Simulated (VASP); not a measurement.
Write the native input for VASP 6.6.1 that does the following.

```
Task                   : single point
Functional             : r2SCAN
Potentials or basis    : VASP PAW PBE potentials, release 64 (Au)
Cutoff                 : 520 eV
k mesh                 : 14 × 14 × 14
Occupations            : fermi-dirac, width 0.1 eV
Spin                   : no spin polarisation
Dipole correction      : no
Further INCAR settings : ALGO = Normal; EDIFF = 1e-06; NBANDS = 12
```

Crystal: Au.

```
CELL_PARAMETERS angstrom
0.00000 2.12019 2.12019
2.12019 0.00000 2.12019
2.12019 2.12019 0.00000
ATOMIC_POSITIONS crystal
Au 0.00000 0.00000 0.00000
```

The input as run:

POSCAR

```
Au
1.0
    0.0000000000      2.1201950000      2.1201950000
    2.1201950000      0.0000000000      2.1201950000
    2.1201950000      2.1201950000      0.0000000000
Au
1
Direct
    0.0000000000      0.0000000000      0.0000000000
```

INCAR.step1

```
ALGO = Normal
EDIFF = 1E-4
ENCUT = 520
GGA = PE
ISMEAR = -1
LASPH = T
LCHARG = F
LREAL = F
LWAVE = T
NBANDS = 12
NELM = 60
PREC = Accurate
SIGMA = 0.1
```

INCAR.step2

```
ALGO = Normal
EDIFF = 1E-6
ENCUT = 520
ISIF = 2
ISMEAR = -1
ISTART = 1
LASPH = T
LCHARG = F
LMIXTAU = T
LREAL = F
LWAVE = F
METAGGA = R2SCAN
NBANDS = 12
NELM = 60
PREC = Accurate
SIGMA = 0.1
```

KPOINTS

```
k-points
0
Gamma
  14 14 14
```

Potentials or basis: VASP PAW PBE potentials, release 64 (Au).

The run is started by

```sh
$ cat potpaw_PBE.64/Au/POTCAR > POTCAR
$ cp INCAR.step1 INCAR
$ mpirun -np 1 vasp_std > vasp.out
$ cp INCAR.step2 INCAR
$ mpirun -np 1 vasp_std > vasp.out
```

Results of the run:

The pressure is -9.7 GPa.

Caveat: the PAW data sets were made with another functional, which shifts forces and pressure a little.

It took 2.2 min on 1 thread of AMD EPYC 7R13 (shared host), peak memory 0.13 GiB.
